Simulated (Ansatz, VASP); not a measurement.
GaN in VASP and in Ansatz

```
Ga N
1.0
     3.15181    0.00000    0.00000
    -1.57591    2.72955    0.00000
     0.00000    0.00000    5.13840
Ga N
2 2
Direct
  0.33333 0.66667 0.99930
  0.66667 0.33333 0.49930
  0.33333 0.66667 0.37570
  0.66667 0.33333 0.87570
```

Alike in both runs: task single point; functional LDA; k mesh 8 × 8 × 4; no spin polarisation.

```csv
,VASP,Ansatz
version,VASP 6.6.1,Ansatz 0.2.0
potentials or method,"VASP PAW LDA potentials, release 64 (Ga_d, N), cutoff 520 eV","all-electron LAPW, scalar-relativistic"
occupations,"gaussian, width 0.01 eV",fixed
```

|  | VASP | Ansatz | Ansatz less VASP |
| --- | --- | --- | --- |
| gap on the k mesh at the Fermi level (eV) | 2.15 | 2.13 | -0.010 |
| pressure (GPa) | 1.1 | 0.2 | -0.91 |

LDA's correlation is that of Perdew and Zunger in VASP and of Perdew and Wang (1992) in Ansatz. Ansatz ran all-electron here, and VASP with PAW potentials.
